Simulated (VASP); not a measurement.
# CaZr3N2 (R-3m) in VASP: notebook

The runs below take CaZr3N2 through single point, with PBE.

Program: VASP 6.6.1. These are calculated values, not measurements. Logs are shortened: lines on timing, memory, paths and dates and some standing lists are left out, and cuts for length are marked.

### Step 1. The cell of the first run

Symmetry: R-3m, No. 166, trigonal system. Conventional cell: a = 6.012 Å, b = 6.012 Å, c = 8.985 Å, α = 90.00°, β = 90.00°, γ = 120.00°. Within 3.0 Å of Ca (site symmetry -3m) lie 2 N at 2.29 Å. Within 2.5 Å of Zr (site symmetry 2/m) lie 2 N at 1.87 Å. Within 2.5 Å of N (site symmetry 3m) lie 3 Zr at 1.87 Å and 1 Ca at 2.29 Å.

### Step 2. Single point, PBE

Contents of INCAR:

```
SYSTEM = CaZr3N2
  ALGO = Normal
  EDIFF = 1E-7
  ENCUT = 520
  GGA = PE
  ISIF = 2
  ISMEAR = 0
  LASPH = .True.
  LCHARG = .False.
  LREAL = .False.
  LWAVE = .False.
  NBANDS = 37
  NELM = 60
  PREC = Accurate
  SIGMA = 0.1
```

Contents of KPOINTS:

```
k-points
0
Gamma
  6 6 6
  0 0 0
```

Contents of POSCAR:

```
CaZr3N2
1.0
    3.0059925000      1.7355105800      2.9950543800
   -3.0059925000      1.7355105800      2.9950543800
    0.0000000000     -3.4710211600      2.9950543800
Ca Zr N
1 3 2
Direct
    0.0000000000      0.0000000000      0.0000000000
    0.5000000000      0.5000000000      0.0000000000
    0.0000000000      0.5000000000      0.5000000000
    0.5000000000      0.0000000000      0.5000000000
    0.7450829400      0.7450829400      0.7450829400
    0.2549170600      0.2549170600      0.2549170600
```

Potentials or basis: VASP PAW PBE potentials, release 64 (Ca_sv, Zr_sv, N).

Started as:

```sh
cat potpaw_PBE.64/Ca_sv/POTCAR potpaw_PBE.64/Zr_sv/POTCAR potpaw_PBE.64/N/POTCAR > POTCAR
mpirun -np 1 vasp_std > vasp.out
```

OUTCAR:

```text
SYSTEM = CaZr3N2
   EDIFF = 1E-7
   ENCUT = 520
   GGA = PE
   ISIF = 2
   ISMEAR = 0
   LASPH = .True.
   LREAL = .False.
   NELM = 60
   PREC = Accurate

 ion  position               nearest neighbor table
   1  0.000  0.000  0.000-   5 2.29   6 2.29   2 3.01   2 3.01   3 3.01   3 3.01   4 3.01   4 3.01
                             3 3.46   3 3.46   4 3.46   4 3.46   2 3.46   2 3.46
   2  0.500  0.500  0.000-   5 1.87   6 1.87   1 3.01   1 3.01   3 3.01   4 3.01   4 3.01   3 3.01
                             4 3.46   3 3.46   4 3.46   3 3.46   1 3.46   1 3.46
   3  0.000  0.500  0.500-   5 1.87   6 1.87   4 3.01   4 3.01   1 3.01   1 3.01   2 3.01   2 3.01
                             1 3.46   1 3.46   2 3.46   2 3.46   4 3.46   4 3.46
   4  0.500  0.000  0.500-   5 1.87   6 1.87   3 3.01   3 3.01   2 3.01   1 3.01   1 3.01   2 3.01
                             2 3.46   1 3.46   2 3.46   1 3.46   3 3.46   3 3.46
   5  0.745  0.745  0.745-   3 1.87   4 1.87   2 1.87   1 2.29
   6  0.255  0.255  0.255-   3 1.87   4 1.87   2 1.87   1 2.29

  LATTYP: Found a trigonal (rhomboedric) cell.
 ALAT       =     4.5845761661
 COS(alpha) =     0.1401802900

  Lattice vectors:

 A1 = (   3.0059925000,   1.7355105800,   2.9950543800)
 A2 = (  -3.0059925000,   1.7355105800,   2.9950543800)
 A3 = (   0.0000000000,  -3.4710211600,   2.9950543800)

Analysis of symmetry for initial positions (statically):
=====================================================================
 Subroutine PRICEL returns:
 Original cell was already a primitive cell.

 Routine SETGRP: Setting up the symmetry group for a
 trigonal (rhombohedral) supercell.

 Subroutine GETGRP returns: Found 12 space group operations
 (whereof 12 operations were pure point group operations)
 out of a pool of 12 trial point group operations.

The static configuration has the point symmetry D_3d.

Analysis of symmetry for dynamics (positions and initial velocities):
=====================================================================
 Subroutine PRICEL returns:
 Original cell was already a primitive cell.

 Routine SETGRP: Setting up the symmetry group for a
 trigonal (rhombohedral) supercell.

 Subroutine GETGRP returns: Found 12 space group operations
 (whereof 12 operations were pure point group operations)
 out of a pool of 12 trial point group operations.

The dynamic configuration has the point symmetry D_3d.

 Subroutine INISYM returns: Found 12 space group operations
 (whereof 12 operations are pure point group operations),
 and found     1 'primitive' translations

----------------------------------------------------------------------------------------

[... 103 lines left out ...]
   NSW    =      0    number of steps for IOM
   IBRION =     -1    ionic relax: 0-MD 1-quasi-New 2-CG
   NFREE  =      0    steps in history (QN), initial steepest desc. (CG)
   ISIF   =      2    stress and relaxation
   ISYM   =      2    0-nonsym 1-usesym 2-fastsym
   POTIM  = 0.5000    time-step for ionic-motion
   TEBEG  =    0.0;   TEEND  =   0.0 temperature during run
   PSTRESS=    0.0 pullay stress
   NELECT =      56.0000    total number of electrons
   NUPDOWN=      -1.0000    fix difference up-down
   EMIN   =  10.00;   EMAX   =-10.00  energy-range for DOS
   EFERMI =   0.00;   METHOD = LEGACY
   ISMEAR =     0;   SIGMA  =   0.10  broadening in eV -4-tet -1-fermi 0-gaus
   EFERMI_NEDOS =   21; number of points for ismear=-14 and -15
   IALGO  =     38    algorithm
   IMIX   =      4    mixing-type and parameters
     AMIX     =   0.40;   BMIX     =  1.00
     AMIX_MAG =   1.60;   BMIX_MAG =  1.00
  volume/ion in A,a.u.               =      15.62       105.44
  Fermi-wavevector in a.u.,A,eV,Ry     =   1.378734  2.605429 25.863414  1.900907
  Thomas-Fermi vector in A             =   2.503768
   LORBIT       =      0    0 simple, 1 ext, 2 COOP (PROOUT), +10 PAW based schemes
   GGA     = PE    functional components
   LHFCALC =     F    Hartree Fock is set to
   AEXX    =    0.0000 exact exchange contribution
   IVDW    =     0    specifies the selected vdW correction
   LEPSILON=     F    determine dielectric tensor
   LRPA    =     F    only Hartree local field effects (RPA)
 non-spin polarized calculation
 Gauss-broadening in eV      SIGMA  =   0.10
  energy-cutoff  :      520.00
  volume of cell :       93.75
 maximum number of plane-waves:      2552
 NGX is ok and might be reduce to    36
   NGX = 17   NGY = 17   NGZ = 17

 number of electron      55.9999993 magnetization

 Free energy of the ion-electron system (eV)
  ---------------------------------------------------
  ext. energy  EPLUGINS =         0.00000000
  ---------------------------------------------------
  free energy    TOTEN  =       -41.89748223 eV

  energy without entropy =      -41.87774393  energy(sigma->0) =      -41.88761308

 E-fermi :   8.8990     XC(G=0): -11.3881

 val. band max:        8.8857239219   @ k =   0.1667   0.0000   0.0000
 cond. band min:       8.9127479415   @ k =  -0.3333  -0.3333   0.1667
 fundamental gap:      0.0270240197
 Fermi energy:         8.8989542669

 k-point     1 :       0.0000    0.0000    0.0000
  band No.  band energies     occupation
      1     -39.4935      2.00000
      2     -39.2618      2.00000
      3     -39.2618      2.00000
      4     -30.8539      2.00000
      5     -19.6115      2.00000
      6     -18.0586      2.00000
[... 949 lines left out ...]
     36      12.2292      0.00000
     37      12.5564      0.00000

 [... further k-points ...]
[... 5 lines left out ...]
  --------------------------------------------------------------------------------------
  -------------------------------------------------------------------------------------
  Total       44.4905487     44.4905487     12.2467149      0.0000000      0.0000000     -0.0000000
  in kB      760.3389229    760.3389238    209.2951049      0.0000000      0.0000000     -0.0000000
  external PRESSURE =     576.6576505 kB  Pullay stress =       0.0000000 kB

 VOLUME and BASIS-vectors are now :
 -----------------------------------------------------------------------------
  energy-cutoff  :      520.00
  volume of cell :       93.75
      direct lattice vectors                 reciprocal lattice vectors
     3.005992500  1.735510580  2.995054380     0.166334414  0.096033218  0.111294585
    -3.005992500  1.735510580  2.995054380    -0.166334414  0.096033218  0.111294585
     0.000000000 -3.471021160  2.995054380     0.000000000 -0.192066437  0.111294585

 POSITION                                       TOTAL-FORCE (eV/Angst)
 -----------------------------------------------------------------------------------
      0.00000      0.00000      0.00000         0.000000      0.000000     -0.000000
      0.00000      1.73551      2.99505         0.000000      0.000000     -0.000000
     -1.50300     -0.86776      2.99505         0.000000      0.000000     -0.000000
      1.50300     -0.86776      2.99505         0.000000     -0.000000     -0.000000
      0.00000      0.00000      6.69469         0.000000      0.000000      5.348018
      0.00000      0.00000      2.29047         0.000000      0.000000     -5.348018
 -----------------------------------------------------------------------------------
    total drift:                               -0.000000     -0.000000      0.000000

  FREE ENERGIE OF THE ION-ELECTRON SYSTEM (eV)
  ---------------------------------------------------
  free  energy   TOTEN  =       -41.8974822262 eV

  energy  without entropy=      -41.8777439315  energy(sigma->0) =      -41.88761308
```

OSZICAR:

```text
N       E                     dE             d eps       ncg     rms          rms(c)
DAV:   1     0.625419073496E+03    0.62542E+03   -0.30161E+04  2368   0.155E+03
DAV:   2     0.572900444393E+01   -0.61969E+03   -0.60239E+03  2696   0.460E+02
DAV:   3    -0.491629671226E+02   -0.54892E+02   -0.53757E+02  3779   0.115E+02
DAV:   4    -0.526752548785E+02   -0.35123E+01   -0.35022E+01  3440   0.259E+01
DAV:   5    -0.528065441144E+02   -0.13129E+00   -0.13122E+00  3225   0.443E+00    0.561E+01
DAV:   6    -0.418991987556E+02    0.10907E+02   -0.55681E+01  2930   0.353E+01    0.216E+01
DAV:   7    -0.418895807037E+02    0.96181E-02   -0.55156E+00  2836   0.987E+00    0.141E+01
DAV:   8    -0.418949476923E+02   -0.53670E-02   -0.44563E-01  2982   0.387E+00    0.102E+00
DAV:   9    -0.418972214742E+02   -0.22738E-02   -0.66214E-02  3441   0.114E+00    0.729E-01
DAV:  10    -0.418974559406E+02   -0.23447E-03   -0.61347E-03  2911   0.558E-01    0.316E-01
DAV:  11    -0.418974951321E+02   -0.39192E-04   -0.67425E-04  3182   0.167E-01    0.747E-02
DAV:  12    -0.418974834040E+02    0.11728E-04   -0.59161E-05  3086   0.575E-02    0.142E-02
DAV:  13    -0.418974831861E+02    0.21793E-06   -0.80389E-06  3438   0.136E-02    0.891E-03
DAV:  14    -0.418974823865E+02    0.79960E-06   -0.76724E-07  3059   0.594E-03    0.234E-03
DAV:  15    -0.418974821828E+02    0.20374E-06   -0.94111E-08  1639   0.203E-03    0.366E-04
DAV:  16    -0.418974822262E+02   -0.43407E-07   -0.27689E-08  1629   0.102E-03
   1 F= -.41897482E+02 E0= -.41887613E+02  d E =-.197383E-01
```

stdout:

```text
POSCAR found type information on POSCAR CaZrN
 POSCAR found :  3 types and       6 ions
 scaLAPACK will be used
 LDA part: xc-table for (Slater+PW92), standard interpolation
 POSCAR, INCAR and KPOINTS ok, starting setup
 FFT: planning ... GRIDC
 FFT: planning ... GRID_SOFT
 FFT: planning ... GRID
 WAVECAR not read
 entering main loop
```

Wall time 62 s (1 thread of Intel Xeon 6975P-C (Granite Rapids), shared host); peak memory 0.26 GiB.

Results:

```
Free energy            : -41.8975 eV
Pressure               : 57.7 GPa
Largest force          : 5.348 eV/Å
Band gap on the k mesh : zero (band 28 reaches 9.42 eV, above the bottom of band 29 at 8.05 eV)
```

Forces on the atoms (eV/Å):
```
Ca   0.000  0.000  0.000
Zr   0.000  0.000  0.000
Zr   0.000  0.000  0.000
Zr   0.000  0.000  0.000
N    0.000  0.000  5.348
N    0.000  0.000 -5.348
```

Levels at points of the mesh, in eV from the Fermi level:
| k point | band 25 | band 26 | band 27 | band 28 | band 29 | band 30 | band 31 | band 32 |
| --- | --- | --- | --- | --- | --- | --- | --- | --- |
| (0.00, 0.00, 0.00) | -1.87 | -1.32 | -1.29 | -1.29 | -0.85 | -0.85 | 3.17 | 3.17 |
| (0.50, 0.00, 0.00) | -2.55 | -1.36 | -0.29 | -0.13 | 0.08 | 0.64 | 0.87 | 2.34 |
| (0.50, 0.50, 0.00) | -1.38 | -1.29 | -1.08 | -0.45 | 0.34 | 0.86 | 0.98 | 1.81 |
| (0.50, 0.50, 0.50) | -2.08 | -2.08 | -2.04 | 0.16 | 0.16 | 1.92 | 1.92 | 2.04 |

Caveat: forces of over 1 eV/Å act on the atoms, so gaps and moduli don't describe the material at rest.

### Step 3. Single point, PBE

This run uses another cell than the first one, of 20.61 Å³/atom, 1.319 times its volume.

Contents of INCAR:

```
SYSTEM = CaZr3N2
PREC = Accurate
ENCUT = 520
EDIFF = 1E-6
ISMEAR = 0
SIGMA = 0.1
LREAL = .False.
LASPH = .True.
NELM = 80
ALGO = Normal
ISIF = 2
LWAVE = .False.
LCHARG = .False.
GGA = PE
NBANDS = 37
```

Contents of KPOINTS:

```
Automatic mesh
0
Gamma
  6 6 6
  0 0 0
```

Contents of POSCAR:

```
CaZr3N2
1.0
    3.5481667425      2.0485350239      2.8350702304
   -3.5481667425      2.0485350239      2.8350702304
    0.0000000000     -4.0970700478      2.8350702304
Ca Zr N
1 3 2
Direct
    0.0000000000      0.0000000000      0.0000000000
    0.5000000000      0.5000000000      0.0000000000
    0.0000000000      0.5000000000      0.5000000000
    0.5000000000      0.0000000000      0.5000000000
    0.7182059950      0.7182059950      0.7182059950
    0.2817940050      0.2817940050      0.2817940050
```

Potentials or basis: VASP PAW PBE potentials, release 64 (Ca_sv, Zr_sv, N).

Started as:

```sh
cat potpaw_PBE.64/Ca_sv/POTCAR potpaw_PBE.64/Zr_sv/POTCAR potpaw_PBE.64/N/POTCAR > POTCAR
mpirun -np 1 vasp_std > vasp.out
```

It took 78 s on 1 thread of Intel Xeon 6975P-C (Granite Rapids), shared host; peak memory 0.31 GiB.

Results (log left out):

- Free energy: -47.7505 eV
- Pressure: 0.1 GPa
- Largest force: 0.020 eV/Å
- Band gap on the k mesh: zero (band 28 reaches 6.86 eV, above the bottom of band 29 at 5.66 eV)

Forces on the atoms (eV/Å):
```
Ca   0.000  0.000  0.000
Zr   0.000  0.000  0.000
Zr   0.000  0.000  0.000
Zr   0.000  0.000  0.000
N    0.000  0.000 -0.020
N    0.000  0.000  0.020
```

Stress tensor (GPa, compression positive):
```
0.17 0.00 0.00
0.00 0.17 0.00
0.00 0.00 0.09
```

Levels at points of the mesh, in eV from the Fermi level:
| k point | band 24 | band 25 | band 26 | band 27 | band 28 | band 29 | band 30 | band 31 | band 32 | band 33 |
| --- | --- | --- | --- | --- | --- | --- | --- | --- | --- | --- |
| (0.00, 0.00, 0.00) | -1.73 | -1.73 | -1.37 | -1.37 | -0.58 | -0.58 | 0.30 | 1.88 | 1.88 | 2.52 |
| (0.50, 0.00, 0.00) | -3.03 | -2.18 | -1.46 | -0.37 | -0.10 | 0.10 | 0.60 | 0.95 | 1.63 | 1.71 |
| (0.50, 0.50, 0.00) | -2.64 | -1.58 | -1.10 | -0.58 | -0.49 | 0.17 | 0.28 | 0.79 | 1.44 | 1.71 |
| (0.50, 0.50, 0.50) | -2.30 | -1.85 | -1.85 | -1.17 | 0.50 | 1.01 | 1.01 | 1.42 | 1.42 | 2.01 |
